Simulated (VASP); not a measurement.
# InSe (R3m) in VASP: notebook

Runs on InSe. Level: PBE+D3(BJ). Tasks: single point, relaxation of cell and atoms.

All numbers are computed with VASP 6.6.1; they aren't measurements. Logs are shortened: lines on timing, memory, paths and dates and some standing lists are left out, and cuts for length are marked.

**The experiment to reproduce.**

From “The Interaction of Hydrogen with the van der Waals Crystal γ-InSe”, 2020, pmc:7321205, for a bulk crystal of InSe at 300 K: band gap 1.25 eV.

How close the calculation comes is told below.

### 1 The cell of the first run

The structure is trigonal, space group R3m (No. 160). The conventional cell has a = 4.039 Å, b = 4.039 Å, c = 24.889 Å, α = 90.00°, β = 90.00°, γ = 120.00°. Within 3.5 Å of In (site symmetry 3m) lie 3 Se at 2.66 Å and 1 In at 2.79 Å. In (site symmetry 3m) has 3 Se at 2.66 Å and 1 In at 2.79 Å within 3.5 Å. Within 3.5 Å of Se (site symmetry 3m) lie 3 In at 2.66 Å. Within 3.5 Å of Se (site symmetry 3m) lie 3 In at 2.66 Å.

### 2 Single point, PBE+D3(BJ)

Contents of INCAR:

```
PREC = Accurate
ENCUT = 520
EDIFF = 1E-6
ISMEAR = -1
SIGMA = 0.02
LREAL = False
LASPH = True
NELM = 100
ALGO = Normal
ISIF = 2
LWAVE = False
LCHARG = True
GGA = PE
IVDW = 12
LELF = True
LVHAR = True
NBANDS = 27
```

Contents of KPOINTS:

```
Automatic mesh
0
Gamma
  6 6 6
```

Contents of POSCAR:

```
InSe
1.0
    2.0197250360      1.1660887932      8.2964630521
   -2.0197250360      1.1660887932      8.2964630521
    0.0000000000     -2.3321775865      8.2964630521
In Se
2 2
Direct
   -0.0004297669     -0.0004297669     -0.0004297669
    0.1118020336      0.1118020336      0.1118020336
    0.6147189274      0.6147189274      0.6147189274
    0.8299088060      0.8299088060      0.8299088060
```

Potentials or basis: VASP PAW PBE potentials, release 64 (In_d, Se).

On the command line:

```console
$ cat potpaw_PBE.64/In_d/POTCAR potpaw_PBE.64/Se/POTCAR > POTCAR
$ mpirun -np 1 vasp_std > vasp.out
```

OUTCAR:

```text
PREC = Accurate
   ENCUT = 520
   EDIFF = 1E-6
   ISMEAR = -1
   LREAL = False
   LASPH = True
   NELM = 100
   ISIF = 2
   GGA = PE
   IVDW = 12
 IVDW          = 12

 ion  position               nearest neighbor table
   1  1.000  1.000  1.000-   3 2.66   3 2.66   3 2.66   2 2.79
   2  0.112  0.112  0.112-   4 2.66   4 2.66   4 2.66   1 2.79
   3  0.615  0.615  0.615-   1 2.66   1 2.66   1 2.66
   4  0.830  0.830  0.830-   2 2.66   2 2.66   2 2.66

  LATTYP: Found a trigonal (rhomboedric) cell.
 ALAT       =     8.6180248009
 COS(alpha) =     0.8901502648

  Lattice vectors:

 A1 = (   2.0197250360,   1.1660887932,   8.2964630521)
 A2 = (  -2.0197250360,   1.1660887932,   8.2964630521)
 A3 = (   0.0000000000,  -2.3321775865,   8.2964630521)

Analysis of symmetry for initial positions (statically):
=====================================================================
 Subroutine PRICEL returns:
 Original cell was already a primitive cell.

 Routine SETGRP: Setting up the symmetry group for a
 trigonal (rhombohedral) supercell.

 Subroutine GETGRP returns: Found  6 space group operations
 (whereof  6 operations were pure point group operations)
 out of a pool of 12 trial point group operations.

The static configuration has the point symmetry C_3v.

Analysis of symmetry for dynamics (positions and initial velocities):
=====================================================================
 Subroutine PRICEL returns:
 Original cell was already a primitive cell.

 Routine SETGRP: Setting up the symmetry group for a
 trigonal (rhombohedral) supercell.

 Subroutine GETGRP returns: Found  6 space group operations
 (whereof  6 operations were pure point group operations)
 out of a pool of 12 trial point group operations.

The dynamic configuration has the point symmetry C_3v.

 Subroutine INISYM returns: Found  6 space group operations
 (whereof  6 operations are pure point group operations),
 and found     1 'primitive' translations

----------------------------------------------------------------------------------------

                                     Primitive cell

  volume of cell :     117.2379

  direct lattice vectors                    reciprocal lattice vectors
     2.019725036  1.166088793  8.296463052     0.247558450  0.142927938  0.040177764
    -2.019725036  1.166088793  8.296463052    -0.247558450  0.142927938  0.040177764
     0.000000000 -2.332177586  8.296463052     0.000000000 -0.285855876  0.040177764

  length of vectors
     8.618024801  8.618024801  8.618024801     0.288665610  0.288665610  0.288665610

  position of ions in fractional coordinates (direct lattice)
     0.999570233  0.999570233  0.999570233
     0.111802034  0.111802034  0.111802034
     0.614718927  0.614718927  0.614718927
     0.829908806  0.829908806  0.829908806

  ion indices of the primitive-cell ions
   primitive index   ion index
                 1           1
                 2           2
                 3           3
                 4           4

----------------------------------------------------------------------------------------

 KPOINTS: Automatic mesh

Automatic generation of k-mesh.
 Grid dimensions read from file:
 generate k-points for:    6    6    6

 Generating k-lattice:

  Cartesian coordinates                     Fractional coordinates (reciprocal lattice)
     0.041259742  0.023821323  0.006696294     0.166666667  0.000000000  0.000000000
    -0.041259742  0.023821323  0.006696294     0.000000000  0.166666667  0.000000000
     0.000000000 -0.047642646  0.006696294     0.000000000  0.000000000  0.166666667

  Length of vectors
     0.048110935  0.048110935  0.048110935

  Shift w.r.t. Gamma in fractional coordinates (k-lattice)
     0.000000000  0.000000000  0.000000000

 Subroutine IBZKPT returns following result:
 ===========================================

 Found     32 irreducible k-points:

 Following reciprocal coordinates:
            Coordinates               Weight
  0.000000  0.000000  0.000000      1.000000
  0.166667  0.000000  0.000000      6.000000
  0.333333  0.000000  0.000000      6.000000
  0.500000 -0.000000  0.000000      3.000000
  0.166667  0.166667  0.000000      6.000000
  0.333333  0.166667  0.000000     12.000000
[... 16 lines left out ...]
  0.500000  0.500000  0.166667      6.000000
 -0.333333  0.500000  0.166667     12.000000
 [... further k-points ...]
   k-points           NKPTS =     32   k-points in BZ     NKDIM =     32   number of bands    NBANDS=     27
   number of dos      NEDOS =    301   number of ions     NIONS =      4
   total plane-waves  NPLWV = 262144
   dimension x,y,z NGX =    64 NGY =   64 NGZ =   64
   dimension x,y,z NGXF=   128 NGYF=  128 NGZF=  128
   ions per type =               2   2
   NGX,Y,Z   is equivalent  to a cutoff of  12.35, 12.35, 12.35 a.u.
   NGXF,Y,Z  is equivalent  to a cutoff of  24.69, 24.69, 24.69 a.u.
 SYSTEM =  unknown system
   PREC   = accura    normal or accurate (medium, high low for compatibility)
   ISTART =      0    job   : 0-new  1-cont  2-samecut
   ICHARG =      2    charge: 1-file 2-atom 10-const
   ISPIN  =      1    spin polarized calculation?
   LNONCOLLINEAR =      F non collinear calculations
   LSORBIT =      F    spin-orbit coupling
   LASPH  =      T    aspherical Exc in radial PAW
   ENCUT  =  520.0 eV  38.22 Ry    6.18 a.u.  16.02 16.02 16.02*2*pi/ulx,y,z
   NELM   =    100;   NELMIN=  2; NELMDL= -5     # of ELM steps
   EDIFF  = 0.1E-05   stopping-criterion for ELM
   LREAL  =      F    real-space projection
   EDIFFG = 0.1E-04   stopping-criterion for IOM
   NSW    =      0    number of steps for IOM
   IBRION =     -1    ionic relax: 0-MD 1-quasi-New 2-CG
   NFREE  =      0    steps in history (QN), initial steepest desc. (CG)
   ISIF   =      2    stress and relaxation
   ISYM   =      2    0-nonsym 1-usesym 2-fastsym
   POTIM  = 0.5000    time-step for ionic-motion
   TEBEG  =    0.0;   TEEND  =   0.0 temperature during run
   PSTRESS=    0.0 pullay stress
   NELECT =      38.0000    total number of electrons
   NUPDOWN=      -1.0000    fix difference up-down
   EMIN   =  10.00;   EMAX   =-10.00  energy-range for DOS
   EFERMI =   0.00;   METHOD = LEGACY
   ISMEAR =    -1;   SIGMA  =   0.02  broadening in eV -4-tet -1-fermi 0-gaus
   EFERMI_NEDOS =   21; number of points for ismear=-14 and -15
   IALGO  =     38    algorithm
   IMIX   =      4    mixing-type and parameters
     AMIX     =   0.40;   BMIX     =  1.00
     AMIX_MAG =   1.60;   BMIX_MAG =  1.00
  volume/ion in A,a.u.               =      29.31       197.79
  Fermi-wavevector in a.u.,A,eV,Ry     =   1.124553  2.125097 17.206197  1.264620
  Thomas-Fermi vector in A             =   2.261226
   LORBIT       =      0    0 simple, 1 ext, 2 COOP (PROOUT), +10 PAW based schemes
   GGA     = PE    functional components
   LHFCALC =     F    Hartree Fock is set to
   AEXX    =    0.0000 exact exchange contribution
   IVDW    =    12    specifies the selected vdW correction
   LEPSILON=     F    determine dielectric tensor
   LRPA    =     F    only Hartree local field effects (RPA)
 non-spin polarized calculation
  energy-cutoff  :      520.00
  volume of cell :      117.24
 maximum number of plane-waves:      3181
   NGX = 33   NGY = 33   NGZ = 33

 number of electron      37.9999996 magnetization

 Free energy of the ion-electron system (eV)
  ---------------------------------------------------
  ext. energy  EPLUGINS =         0.00000000
  ---------------------------------------------------
  free energy    TOTEN  =       -14.15116515 eV

  energy without entropy =      -14.15116194  energy(sigma->0) =      -14.15116354

 E-fermi :   4.2801     XC(G=0):  -8.9130

 val. band max:        4.1441179410   @ k =   0.5000   0.5000   0.5000
 cond. band min:       4.4161130583   @ k =   0.5000   0.5000   0.5000
 fundamental gap:      0.2719951173
 Fermi energy:         4.2801155631

 k-point     1 :       0.0000    0.0000    0.0000
  band No.  band energies     occupation
      1     -10.7111      2.00000
      2     -10.5247      2.00000
      3     -10.5247      2.00000
      4     -10.4409      2.00000
      5     -10.4409      2.00000
      6     -10.4336      2.00000
[... 19 lines left out ...]
     26       9.4947      0.00000
     27      11.5681      0.00000

 k-point     2 :       0.1667    0.0000    0.0000
  band No.  band energies     occupation
      1     -10.7139      2.00000
      2     -10.6065      2.00000
      3     -10.5277      2.00000
      4     -10.5218      2.00000
      5     -10.4405      2.00000
      6     -10.4233      2.00000
[... 19 lines left out ...]
     26      10.0385      0.00000
     27      10.9488      0.00000

 k-point     3 :       0.3333    0.0000    0.0000
  band No.  band energies     occupation
      1     -10.7799      2.00000
      2     -10.6600      2.00000
      3     -10.6542      2.00000
      4     -10.5214      2.00000
      5     -10.4536      2.00000
      6     -10.3881      2.00000
[... 19 lines left out ...]
     26      10.7136      0.00000
     27      11.2642      0.00000

 k-point     4 :       0.5000   -0.0000    0.0000
  band No.  band energies     occupation
      1     -10.8251      2.00000
      2     -10.7123      2.00000
      3     -10.6535      2.00000
      4     -10.5227      2.00000
      5     -10.4600      2.00000
      6     -10.3708      2.00000
[... 19 lines left out ...]
     26      10.5409      0.00000
     27      10.9743      0.00000
[... 516 lines left out ...]
      4     -10.5332      2.00000
      5     -10.4475      2.00000
      6     -10.3840      2.00000
[... 19 lines left out ...]
     26      11.1693      0.00000
     27      11.7377      0.00000

 k-point    23 :       0.5000    0.5000    0.1667
  band No.  band energies     occupation
      1     -10.7705      2.00000
      2     -10.6719      2.00000
      3     -10.6518      2.00000
      4     -10.5219      2.00000
      5     -10.4535      2.00000
      6     -10.3879      2.00000
[... 19 lines left out ...]
     26      10.9810      0.00000
     27      11.4134      0.00000

 k-point    24 :      -0.3333    0.5000    0.1667
  band No.  band energies     occupation
      1     -10.8056      2.00000
      2     -10.7143      2.00000
      3     -10.6529      2.00000
      4     -10.5335      2.00000
      5     -10.4475      2.00000
      6     -10.3839      2.00000
[... 19 lines left out ...]
     26      11.1975      0.00000
     27      11.6832      0.00000

 [... further k-points ...]

------------------------ aborting loop because EDIFF is reached ----------------------------------------

 Edisp (eV)   -1.19817

 E8    (eV) :    -0.5495

  FORCE on cell =-STRESS in cart. coord.  units (eV):
  Direction    XX          YY          ZZ          XY          YZ          ZX
  --------------------------------------------------------------------------------------
  -------------------------------------------------------------------------------------
  Total       0.02999     0.02999     0.02773     0.00000    -0.00000     0.00000
  in kB       0.40985     0.40985     0.37899     0.00000    -0.00000     0.00000
  external pressure =        0.40 kB  Pullay stress =        0.00 kB

 VOLUME and BASIS-vectors are now :
 -----------------------------------------------------------------------------
  energy-cutoff  :      520.00
  volume of cell :      117.24
      direct lattice vectors                 reciprocal lattice vectors
     2.019725036  1.166088793  8.296463052     0.247558450  0.142927938  0.040177764
    -2.019725036  1.166088793  8.296463052    -0.247558450  0.142927938  0.040177764
     0.000000000 -2.332177586  8.296463052     0.000000000 -0.285855876  0.040177764

 POSITION                                       TOTAL-FORCE (eV/Angst)
 -----------------------------------------------------------------------------------
      0.00000     -0.00000     24.87869         0.000000     -0.000000      0.014164
      0.00000     -0.00000      2.78268         0.000000      0.000000     -0.014236
      0.00000     -0.00000     15.29998         0.000000      0.000000     -0.014847
      0.00000     -0.00000     20.65592         0.000000     -0.000000      0.014919
 -----------------------------------------------------------------------------------
    total drift:                                0.000000     -0.000000     -0.000844

  FREE ENERGIE OF THE ION-ELECTRON SYSTEM (eV)
  ---------------------------------------------------
  free  energy   TOTEN  =       -15.3493374622 eV

  energy  without entropy=      -15.3493342476  energy(sigma->0) =      -15.34933585
```

Wall time 5.6 min (1 thread of AMD EPYC 9R45 (Zen 5), shared host); peak memory 0.51 GiB.

What came out:

| Item | Value |
| --- | --- |
| Free energy | -15.3493 eV |
| Pressure | 0.0 GPa |
| Largest force | 0.015 eV/Å |
| Band gap on the k mesh | 0.27 eV |
| Dispersion energy per atom | -0.300 eV |

Forces on the atoms (eV/Å):
```
In   0.000  0.000  0.014
In   0.000  0.000 -0.014
Se   0.000  0.000 -0.015
Se   0.000  0.000  0.015
```

Caveat: spin-orbit coupling is left out, which moves the levels of the heavy elements.

### 3 Relaxation of cell and atoms, PBE+D3(BJ)

This run uses another cell than the first one, of 29.24 Å³/atom.

Contents of INCAR:

```
SYSTEM = InSe
PREC = Accurate
ENCUT = 600
EDIFF = 1E-6
ISMEAR = -1
SIGMA = 0.02
LREAL = .False.
LASPH = .True.
NELM = 100
ALGO = Normal
ISIF = 3
LWAVE = .False.
LCHARG = .False.
GGA = PE
IVDW = 12
IBRION = 2
NSW = 80
EDIFFG = -0.005
```

Contents of KPOINTS:

```
Automatic mesh
0
Gamma
  6 6 6
  0 0 0
```

Contents of POSCAR:

```
InSe
1.0
    2.0000000000      1.1547005384      8.4400000000
   -2.0000000000      1.1547005384      8.4400000000
    0.0000000000     -2.3094010768      8.4400000000
In Se
2 2
Direct
    0.0000000000      0.0000000000      0.0000000000
    0.1114000000      0.1114000000      0.1114000000
    0.6165000000      0.6165000000      0.6165000000
    0.8281000000      0.8281000000      0.8281000000
```

Potentials or basis: VASP PAW PBE potentials, release 64 (In_d, Se).

On the command line:

```console
$ cat potpaw_PBE.64/In_d/POTCAR potpaw_PBE.64/Se/POTCAR > POTCAR
$ mpirun -np 1 vasp_std > vasp.out
```

It took 62 min on 1 thread of AMD EPYC 9R45 (Zen 5), shared host; peak memory 0.75 GiB.

Results (log left out):

```
Free energy                           : -15.3493 eV
Relaxed volume                        : 29.31 Å³/atom
Relaxed cell                          : a = 8.617 Å, b = 8.617 Å, c = 8.617 Å, α = 27.11°, β = 27.11°, γ = 27.11°
Space group after relaxing (to 0.1 Å) : R3m (No. 160)
Energy gained by relaxing             : 4.8 meV/atom
Ionic steps                           : 23
Pressure after relaxing               : 0.0 GPa
Largest force after relaxing          : 0.005 eV/Å
Band gap on the k mesh                : 0.27 eV
Dispersion energy per atom            : -0.300 eV
```

Forces on the atoms (eV/Å):
```
In   0.000  0.000 -0.002
In   0.000  0.000  0.004
Se   0.000  0.000  0.002
Se   0.000  0.000 -0.005
```

The path:
```tsv
step	energy change (eV)	largest force (eV/Å)	pressure (GPa)	volume (Å³)
1	0.0000	0.3844	1.05	116.95
2	-0.0109	0.2005	-0.77	120.21
3	-0.0159	0.0239	-0.15	119.01
4	-0.0166	0.0335	-0.03	118.63
5	-0.0167	0.0515	0.03	118.45
6	-0.0171	0.0416	0.02	118.39
7	-0.0180	0.0497	0.03	118.19
8	-0.0185	0.0665	0.03	117.80
9	-0.0189	0.0294	-0.08	117.82
10	-0.0189	0.0091	-0.14	117.83
11	-0.0192	0.0075	-0.03	117.38
12	-0.0192	0.0094	-0.01	117.27
13	-0.0192	0.0142	0.04	117.04
14	-0.0192	0.0081	0.00	117.22
15	-0.0192	0.0065	0.00	117.23
16	-0.0192	0.0075	-0.01	117.25
17	-0.0192	0.0131	-0.03	117.31
18	-0.0192	0.0120	-0.02	117.30
19	-0.0192	0.0086	-0.01	117.27
20	-0.0192	0.0051	-0.01	117.25
21	-0.0192	0.0125	0.03	117.17
22	-0.0193	0.0058	0.01	117.21
23	-0.0193	0.0046	0.01	117.23
```

Final structure:
```yaml
crystal:
  lattice:
    - [2.01978, 1.16612, 8.29573]
    - [-2.01978, 1.16612, 8.29573]
    - [0.00000, -2.33224, 8.29573]
  atoms:
    - { symbol: In, position: [0.99957, 0.99957, 0.99957] }
    - { symbol: In, position: [0.11180, 0.11180, 0.11180] }
    - { symbol: Se, position: [0.61461, 0.61461, 0.61462] }
    - { symbol: Se, position: [0.83002, 0.83002, 0.83002] }
```

Levels at points of the mesh, in eV from the valence-band top:
| k point | band 16 | band 17 | band 18 | band 19 | band 20 | band 21 | band 22 | band 23 |
| --- | --- | --- | --- | --- | --- | --- | --- | --- |
| (0.00, 0.00, 0.00) | -1.40 | -1.40 | -1.25 | -1.25 | 1.68 | 1.99 | 4.22 | 4.22 |
| (0.50, 0.00, 0.00) | -2.44 | -2.40 | -2.22 | -1.68 | 1.09 | 1.91 | 3.65 | 3.95 |
| (0.50, 0.50, 0.00) | -2.68 | -2.56 | -2.03 | -1.52 | 1.05 | 1.94 | 3.28 | 3.50 |
| (0.50, 0.50, 0.50) | -1.47 | -1.17 | -1.17 | 0.00 | 0.27 | 2.07 | 4.12 | 4.12 |

Caveat: spin-orbit coupling is left out, which moves the levels of the heavy elements. A k mesh can miss the band edges.

### 4 How close it comes

Step 2. Measured gap of InSe: 1.25 eV (300 K; “The Interaction of Hydrogen with the van der Waals Crystal γ-InSe”, 2020, pmc:7321205). This calculation gives 0.27 eV (-0.98 eV). Spin-orbit coupling on In, Se is left out. The value is that of PBE+D3(BJ) on a finite k mesh, which can miss the band edges, without temperature or zero-point motion. Semilocal functionals fall short of measured gaps as a rule.
